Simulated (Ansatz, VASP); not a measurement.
One calculation of W4C5, two programs

Contents of INCAR:

```
SYSTEM = W4C5
PREC = Accurate ; ENCUT = 520
EDIFF = 1E-7 ; ISMEAR = 0
SIGMA = 0.1 ; LREAL = .False.
LASPH = .True. ; NELM = 60
ALGO = Normal ; ISIF = 2
LWAVE = .False. ; LCHARG = .False.
LDIPOL = .True. ; IDIPOL = 3
DIPOL = 0.5 0.5 0.500 ; GGA = PE
NBANDS = 48
```

The input KPOINTS:

```
regular mesh
0
Gamma
  12 12 1
  0 0 0
```

The input POSCAR:

```
W4C5
1.0
    2.9217712068      0.0000000000      0.0000000000
   -1.4608856034      2.5303280892      0.0000000000
    0.0000000000      0.0000000000     33.3883078636
C W
5 4
Direct
    0.6666666667      0.3333333333      0.3294566483
    0.6666666667      0.3333333333      0.4147283241
    0.6666666667      0.3333333333      0.5000000000
    0.6666666667      0.3333333333      0.5852716759
    0.6666666667      0.3333333333      0.6705433517
    0.0000000000      0.0000000000      0.3720924862
    0.0000000000      0.0000000000      0.4573641621
    0.0000000000      0.0000000000      0.5426358379
    0.0000000000      0.0000000000      0.6279075138
```

Input for Ansatz:

```yaml
crystal:
  lattice:
    - [2.9217712068, 0.0, 0.0]
    - [-1.4608856034, 2.5303280892, 0.0]
    - [0.0, 0.0, 33.3883078636]
  atoms:
    - { symbol: C, position: [0.6666666667, 0.3333333333, 0.3294566483] }
    - { symbol: W, position: [0.0, 0.0, 0.3720924862] }
    - { symbol: C, position: [0.6666666667, 0.3333333333, 0.4147283241] }
    - { symbol: W, position: [0.0, 0.0, 0.4573641621] }
    - { symbol: C, position: [0.6666666667, 0.3333333333, 0.5] }
    - { symbol: W, position: [0.0, 0.0, 0.5426358379] }
    - { symbol: C, position: [0.6666666667, 0.3333333333, 0.5852716759] }
    - { symbol: W, position: [0.0, 0.0, 0.6279075138] }
    - { symbol: C, position: [0.6666666667, 0.3333333333, 0.6705433517] }
basis:
  ecutwfc: 420
kpoints:
  mp_grid: { grid: [12, 12, 1] }
hamiltonian:
  xc: pbe
scf:
  occupations: { method: gaussian, width: 0.1 }
output:
  forces: true
  stress: true
  eigenvalues: true
efield:
  axis: 3
  dipole_correction: true
  ramp_width: 0.04
```

Alike in both runs: task single point; functional PBE; k mesh 12 × 12 × 1; occupations gaussian, width 0.1 eV; no spin polarisation.

|  | VASP | Ansatz |
| --- | --- | --- |
| version | VASP 6.6.1 | Ansatz 0.2.0 |
| potentials or method | VASP PAW PBE potentials, release 64 (C, W_sv), cutoff 520 eV | scalar-relativistic, plane waves, PAW |
| valence electrons in the cell | 76 | 76 |

Ansatz gave:

| Quantity | Value |
| --- | --- |
| gap on the k mesh at the Fermi level (eV) | none |
| rms of the force components (eV/Å) | 1.969 |

Question: Which values does VASP return?

Answer: gap on the k mesh at the Fermi level (eV): none; rms of the force components (eV/Å): 1.964.

A gap of «none» marks a metal or a gap that the smearing closes.

Spin-orbit coupling is off throughout.
